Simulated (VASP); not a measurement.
# TiAl3 (I4/mmm) in VASP: relaxation of cell and atoms with LDA

Aim: the relaxation of cell and atoms of TiAl3 with LDA.

Everything below comes from runs of VASP 6.6.1. Logs are shortened: lines on timing, memory, paths and dates and some standing lists are left out, and cuts for length are marked.

**1. The cell of the first run**

Symmetry: I4/mmm, No. 139, tetragonal system. Conventional cell: a = 3.779 Å, b = 3.779 Å, c = 8.484 Å, α = 90.00°, β = 90.00°, γ = 90.00°. Within 3.5 Å of Ti (site symmetry 4/mmm) lie 12 Al at 2.67 to 2.84 Å. Al (site symmetry 4/mmm) has 4 Ti at 2.67 Å and 8 Al at 2.84 Å within 3.5 Å. Within 3.5 Å of Al (site symmetry -4m2) lie 8 Al at 2.67 to 2.84 Å and 4 Ti at 2.84 Å.

**2. Relaxation of cell and atoms, LDA**

Input file INCAR:

```
  ALGO = Normal
  EDIFF = 1E-7
  EDIFFG = -0.001
  ENCUT = 500
  GGA_COMPAT = F
  IBRION = 2
  ISIF = 3
  ISMEAR = -1
  LASPH = T
  LCHARG = F
  LREAL = F
  LWAVE = F
  NELM = 120
  NELMIN = 4
  NSW = 80
  PREC = Accurate
  SIGMA = 0.15
```

Input file KPOINTS:

```
k-points
0
Gamma
  16 16 16
```

Input file POSCAR:

```
TiAl3
1.0
   -1.8894437155      1.8894437155      4.2417943048
    1.8894437155     -1.8894437155      4.2417943048
    1.8894437155      1.8894437155     -4.2417943048
Ti Al
1 3
Direct
    0.0000000000      0.0000000000      0.0000000000
    0.5000000000      0.5000000000      0.0000000000
    0.7500000000      0.2500000000      0.5000000000
    0.2500000000      0.7500000000      0.5000000000
```

Potentials or basis: VASP PAW LDA potentials, release 64 (Ti_sv, Al).

On the command line:

```bash
$ cat potpaw_LDA.64/Ti_sv/POTCAR potpaw_LDA.64/Al/POTCAR > POTCAR
$ mpirun -np 1 vasp_std > vasp.out
```

OUTCAR:

```text
EDIFF = 1E-7
   EDIFFG = -0.001
   ENCUT = 500
   IBRION = 2
   ISIF = 3
   ISMEAR = -1
   LASPH = T
   LREAL = F
   NELM = 120
   NELMIN = 4
   NSW = 80
   PREC = Accurate

 ion  position               nearest neighbor table
   1  0.000  0.000  0.000-   2 2.67   2 2.67   2 2.67   2 2.67   4 2.84   3 2.84   4 2.84   4 2.84
                             3 2.84   3 2.84   4 2.84   3 2.84
   2  0.500  0.500  0.000-   1 2.67   1 2.67   1 2.67   1 2.67   4 2.84   3 2.84   4 2.84   3 2.84
                             4 2.84   4 2.84   3 2.84   3 2.84
   3  0.750  0.250  0.500-   4 2.67   4 2.67   4 2.67   4 2.67   2 2.84   1 2.84   2 2.84   1 2.84
                             2 2.84   2 2.84   1 2.84   1 2.84
   4  0.250  0.750  0.500-   3 2.67   3 2.67   3 2.67   3 2.67   2 2.84   1 2.84   2 2.84   2 2.84
                             1 2.84   1 2.84   2 2.84   1 2.84

  LATTYP: Found a body centered tetragonal cell.
 ALAT       =     3.7788874310
 C/A-ratio  =     2.2449963817

  Lattice vectors:

 A1 = (  -1.8894437155,   1.8894437155,   4.2417943048)
 A2 = (   1.8894437155,  -1.8894437155,   4.2417943048)
 A3 = (   1.8894437155,   1.8894437155,  -4.2417943048)

Analysis of symmetry for initial positions (statically):
=====================================================================
 Subroutine PRICEL returns:
 Original cell was already a primitive cell.

 Routine SETGRP: Setting up the symmetry group for a
 body centered tetragonal supercell.

 Subroutine GETGRP returns: Found 16 space group operations
 (whereof 16 operations were pure point group operations)
 out of a pool of 16 trial point group operations.

The static configuration has the point symmetry D_4h.

Analysis of symmetry for dynamics (positions and initial velocities):
=====================================================================
 Subroutine PRICEL returns:
 Original cell was already a primitive cell.

 Routine SETGRP: Setting up the symmetry group for a
 body centered tetragonal supercell.

 Subroutine GETGRP returns: Found 16 space group operations
 (whereof 16 operations were pure point group operations)
 out of a pool of 16 trial point group operations.

The dynamic configuration has the point symmetry D_4h.

 Subroutine INISYM returns: Found 16 space group operations
 (whereof 16 operations are pure point group operations),
 and found     1 'primitive' translations

----------------------------------------------------------------------------------------

                                     Primitive cell
[... 112 lines left out ...]
   IALGO  =     38    algorithm
   IMIX   =      4    mixing-type and parameters
     AMIX     =   0.40;   BMIX     =  1.00
     AMIX_MAG =   1.60;   BMIX_MAG =  1.00
  volume/ion in A,a.u.               =      15.14       102.19
  Fermi-wavevector in a.u.,A,eV,Ry     =   1.150064  2.173306 17.995715  1.322648
  Thomas-Fermi vector in A             =   2.286730
   LORBIT       =      0    0 simple, 1 ext, 2 COOP (PROOUT), +10 PAW based schemes
   GGA     = CA    functional components
   LHFCALC =     F    Hartree Fock is set to
   AEXX    =    0.0000 exact exchange contribution
   IVDW    =     0    specifies the selected vdW correction
   LEPSILON=     F    determine dielectric tensor
   LRPA    =     F    only Hartree local field effects (RPA)
 conjugate gradient relaxation of ions
 non-spin polarized calculation
  energy-cutoff  :      500.00
  volume of cell :       60.57
 maximum number of plane-waves:      1558
 NGX is ok and might be reduce to    40
   NGX = 19   NGY = 19   NGZ = 19

--------------------------------------- Ionic step        1  -------------------------------------------

 number of electron      21.0000000 magnetization

 Free energy of the ion-electron system (eV)
  ---------------------------------------------------
  ext. energy  EPLUGINS =         0.00000000
  ---------------------------------------------------
  free energy    TOTEN  =       -22.85792047 eV

  energy without entropy =      -22.72906018  energy(sigma->0) =      -22.79349032

------------------------ aborting loop because EDIFF is reached ----------------------------------------

  FORCE on cell =-STRESS in cart. coord.  units (eV):
  Direction    XX          YY          ZZ          XY          YZ          ZX
  --------------------------------------------------------------------------------------
  -------------------------------------------------------------------------------------
  Total        0.2099783      0.2099783     -0.0695982      0.0000000      0.0000000      0.0000000
  in kB        5.5540209      5.5540209     -1.8409033      0.0000000      0.0000000      0.0000000
  external PRESSURE =       3.0890461 kB  Pullay stress =       0.0000000 kB
[... 139 lines left out ...]
--------------------------------------- Ionic step        5  -------------------------------------------

 number of electron      21.0000000 magnetization

 Free energy of the ion-electron system (eV)
  ---------------------------------------------------
  ext. energy  EPLUGINS =         0.00000000
  ---------------------------------------------------
  free energy    TOTEN  =       -22.85842389 eV

  energy without entropy =      -22.72795297  energy(sigma->0) =      -22.79318843

 E-fermi :   8.4694     XC(G=0): -11.1055

 val. band max:        8.4644401628   @ k =   0.4375   0.1875   0.0000
 cond. band min:       8.4705043760   @ k =  -0.3125  -0.3750   0.0625
 fundamental gap:      0.0060642132
 Fermi energy:         8.4694193329

 k-point     1 :       0.0000    0.0000    0.0000
  band No.  band energies     occupation
      1     -47.2019      2.00000
      2     -23.9158      2.00000
      3     -23.9158      2.00000
      4     -23.8367      2.00000
      5      -1.7941      2.00000
      6       5.5554      2.00000
      7       5.8242      2.00000
      8       6.9635      1.99991
      9       7.1767      1.99964
     10       7.1767      1.99964
     11       9.3007      0.00781
     12      10.2702      0.00001
     13      10.2702      0.00001
     14      10.7464      0.00000
[... 377 lines left out ...]
      1     -47.2018      2.00000
      2     -23.9171      2.00000
      3     -23.9169      2.00000
      4     -23.8365      2.00000
      5      -1.7107      2.00000
      6       5.6262      2.00000
      7       5.7615      2.00000
      8       6.8806      1.99995
      9       6.9231      1.99993
     10       7.1939      1.99959
     11       8.9147      0.09772
     12      10.3566      0.00001
     13      10.3954      0.00001
     14      10.5953      0.00000

 [... further k-points ...]
[... 5 lines left out ...]
  --------------------------------------------------------------------------------------
  -------------------------------------------------------------------------------------
  Total        0.0000186      0.0000186      0.0018784      0.0000000      0.0000000      0.0000000
  in kB        0.0004919      0.0004919      0.0495564      0.0000000      0.0000000      0.0000000
  external PRESSURE =       0.0168467 kB  Pullay stress =       0.0000000 kB
[... 19 lines left out ...]
  FREE ENERGIE OF THE ION-ELECTRON SYSTEM (eV)
  ---------------------------------------------------
  free  energy   TOTEN  =       -22.8584238905 eV

  energy  without entropy=      -22.7279529732  energy(sigma->0) =      -22.79318843

 reached required accuracy - stopping structural energy minimisation
```

OSZICAR:

```text
N       E                     dE             d eps       ncg     rms          rms(c)
DAV:   1     0.116042823202E+03    0.11604E+03   -0.93101E+03  9772   0.135E+03
DAV:   2    -0.145129610333E+02   -0.13056E+03   -0.12911E+03  9934   0.339E+02
DAV:   3    -0.245424736074E+02   -0.10030E+02   -0.97212E+01 16750   0.792E+01
[... 40 lines left out ...]
       N       E                     dE             d eps       ncg     rms          rms(c)
DAV:   1    -0.228584266403E+02   -0.31953E-05   -0.71652E-05 11818   0.120E-01    0.136E-02
DAV:   2    -0.228584253455E+02    0.12948E-05   -0.41958E-05 13960   0.612E-02    0.732E-03
DAV:   3    -0.228584239880E+02    0.13575E-05   -0.11329E-05 13408   0.266E-02    0.260E-03
DAV:   4    -0.228584238905E+02    0.97546E-07   -0.70155E-07 14940   0.782E-03
   5 F= -.22858424E+02 E0= -.22793188E+02  d E =-.424757E-04
```

It took 11 min on 1 thread of Intel Xeon Platinum 8559C (Emerald Rapids), shared host; peak memory 0.43 GiB.

What came out:

| Item | Value |
| --- | --- |
| Free energy | -22.8584 eV |
| Relaxed volume | 15.18 Å³/atom |
| Relaxed cell | a = 5.010 Å, b = 5.010 Å, c = 5.010 Å, α = 135.59°, β = 135.59°, γ = 64.61° |
| Space group after relaxing (to 0.1 Å) | I4/mmm (No. 139) |
| Energy gained by relaxing | 0.1 meV/atom |
| Ionic steps | 5 |
| Pressure after relaxing | 0.0 GPa |
| Band gap on the k mesh | zero (an odd number of electrons rules out a gap without spin polarisation) |

The path:
```csv
step,energy change (eV),largest force (eV/Å),pressure (GPa),volume (Å³)
1,0.0000,0.0000,0.31,60.57
2,-0.0004,0.0000,-0.18,60.83
3,-0.0005,0.0000,-0.10,60.78
4,-0.0005,0.0000,0.01,60.72
5,-0.0005,0.0000,0.00,60.73
```

Final structure:
```xyz
4
Lattice="-1.8935 1.8935 4.2346 1.8935 -1.8935 4.2346 1.8935 1.8935 -4.2346" Properties=species:S:1:pos:R:3 pbc="T T T"
Ti    0.0000    0.0000    0.0000
Al    0.0000    0.0000    4.2346
Al    0.0000    1.8935    2.1173
Al    1.8935    0.0000    2.1173
```

Levels at points of the mesh, in eV from the Fermi level:
| k point | band 9 | band 10 | band 11 | band 12 | band 13 | band 14 |
| --- | --- | --- | --- | --- | --- | --- |
| (0.00, 0.00, 0.00) | -1.29 | -1.29 | 0.83 | 1.80 | 1.80 | 2.28 |
| (0.50, 0.00, 0.00) | -1.11 | -0.31 | 0.48 | 1.82 | 2.11 | 2.78 |
| (0.50, 0.50, 0.00) | -2.70 | -2.24 | -1.05 | 1.80 | 1.95 | 2.77 |
| (0.50, 0.50, 0.50) | -0.93 | -0.27 | 0.68 | 0.68 | 0.96 | 3.12 |
